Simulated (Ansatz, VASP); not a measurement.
# Zr: VASP beside Ansatz

File INCAR:

```
PREC = Accurate ; ENCUT = 520
EDIFF = 1E-6 ; ISMEAR = -1
SIGMA = 0.08 ; LREAL = F
LASPH = T ; NELM = 60
ALGO = Normal ; ISIF = 2
LWAVE = F ; LCHARG = F
GGA = PS ; NBANDS = 12
```

The input KPOINTS:

```
Automatic mesh
0
Gamma
  15 15 15
```

POSCAR

```
Zr
1.0
   -1.4430846570      1.4430846570      1.4430846570
    1.4430846570     -1.4430846570      1.4430846570
    1.4430846570      1.4430846570     -1.4430846570
Zr
1
Direct
    0.0000000000      0.0000000000      0.0000000000
```

Input for Ansatz:

```yaml
crystal:
  lattice:
    - [-1.443084657, 1.443084657, 1.443084657]
    - [1.443084657, -1.443084657, 1.443084657]
    - [1.443084657, 1.443084657, -1.443084657]
  atoms:
    - { symbol: Zr, position: [0.0, 0.0, 0.0] }
kpoints:
  mp_grid: { grid: [15, 15, 15] }
scf:
  occupations: { method: fermi_dirac, width: 0.08 }
hamiltonian:
  xc: pbesol
  pseudopotentials: { kind: all_electron, lapw: { basis_error: 0.001 } }
output:
  forces: true
  stress: true
  eigenvalues: true
  populations: true
```

Change from the starting cell: volume scaled by 0.55, LAPW.

Alike in both runs: task single point; functional PBEsol; k mesh 15 × 15 × 15; occupations fermi-dirac, width 0.08 eV; no spin polarisation.

|  | VASP | Ansatz |
| --- | --- | --- |
| version | VASP 6.6.1 | Ansatz 0.2.0 |
| potentials or method | VASP PAW PBE potentials, release 64 (Zr_sv), cutoff 520 eV | all-electron LAPW, scalar-relativistic |

|  | VASP | Ansatz | Ansatz less VASP |
| --- | --- | --- | --- |
| pressure (GPa) | 155.2 | 153.6 | -1.64 |

VASP's potentials were made for PBE, not for PBEsol. Both programs put the cell under a high pressure, so it lies far from rest at this level. Ansatz ran all-electron here, and VASP with PAW potentials.

Noted on VASP's run: the cell as given lies far from equilibrium.
